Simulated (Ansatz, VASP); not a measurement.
# One calculation of CeO2, two programs

Contents of INCAR:

```
SYSTEM = CeO2
ALGO = Normal
EDIFF = 1E-6
ENCUT = 520
GGA = PE
ISIF = 2
ISMEAR = 0
LASPH = .True.
LCHARG = .False.
LREAL = .False.
LWAVE = .False.
NBANDS = 19
NELM = 60
PREC = Accurate
SIGMA = 0.02
```

File KPOINTS:

```
k-points
0
Gamma
  10 10 10
  0 0 0
```

The input POSCAR:

```
CeO2
1.0
    0.0000000000      2.7590075228      2.7590075228
    2.7590075228      0.0000000000      2.7590075228
    2.7590075228      2.7590075228      0.0000000000
Ce O
1 2
Direct
    0.0000000000      0.0000000000      0.0000000000
    0.2500000000      0.2500000000      0.2500000000
    0.7500000000      0.7500000000      0.7500000000
```

Input for Ansatz:

```yaml
crystal:
  lattice:
    - [0.0, 2.7590075228, 2.7590075228]
    - [2.7590075228, 0.0, 2.7590075228]
    - [2.7590075228, 2.7590075228, 0.0]
  atoms:
    - { symbol: Ce, position: [0.0, 0.0, 0.0] }
    - { symbol: O, position: [0.25, 0.25, 0.25] }
    - { symbol: O, position: [0.75, 0.75, 0.75] }
basis:
  ecutwfc: 600.0
kpoints:
  mp_grid: { grid: [10, 10, 10] }
hamiltonian:
  xc: pbe
scf:
  occupations: { method: gaussian, width: 0.02 }
output:
  forces: true
  stress: true
  eigenvalues: true
```

Alike in both runs: task single point; functional PBE; k mesh 10 × 10 × 10; occupations gaussian, width 0.02 eV; no spin polarisation.

```csv
,VASP,Ansatz
version,VASP 6.6.1,Ansatz 0.2.0
potentials or method,"VASP PAW PBE potentials, release 64 (Ce, O), cutoff 520 eV","scalar-relativistic, plane waves, PAW"
valence electrons in the cell,24,24
```

```csv
,VASP,Ansatz,Ansatz less VASP
gap on the k mesh at the Fermi level (eV),1.80,1.83,+0.034
least direct gap on the mesh (eV),1.86,1.90,+0.034
pressure (GPa),-4.7,-4.8,-0.07
```

Neither program's run includes spin-orbit coupling.
